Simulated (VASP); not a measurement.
Here is a VASP 6.6.1 calculation.

INCAR

```
  PREC = Accurate
  ENCUT = 520
  EDIFF = 1E-7
  ISMEAR = -1
  SIGMA = 0.08
  LREAL = F
  LASPH = T
  NELM = 60
  ALGO = Normal
  ISIF = 2
  LWAVE = F
  LCHARG = T
  GGA = PE
  LELF = T
  LVHAR = T
  NBANDS = 16
```

KPOINTS

```
Automatic mesh
0
Gamma
  10 10 6
```

POSCAR

```
K
1.0
    3.9806149583      0.0000000000      0.0000000000
   -1.9903074792      3.4473136766      0.0000000000
    0.0000000000      0.0000000000      6.4485962326
K
2
Direct
    0.3333333333      0.6666666667      0.2500000000
    0.6666666667      0.3333333333      0.7500000000
```

Potentials or basis: VASP PAW PBE potentials, release 64 (K_sv).

The run is started by

```bash
$ cat potpaw_PBE.64/K_sv/POTCAR > POTCAR
$ mpirun -np 1 vasp_std > vasp.out
```

(1) Predict the band gap on the k mesh.

(2) Estimate the pressure.

Results:

(1) zero (bands 9 and 10 overlap by 2.82 eV).

(2) 4.8 GPa.

Caveat: the cell stands under pressure.
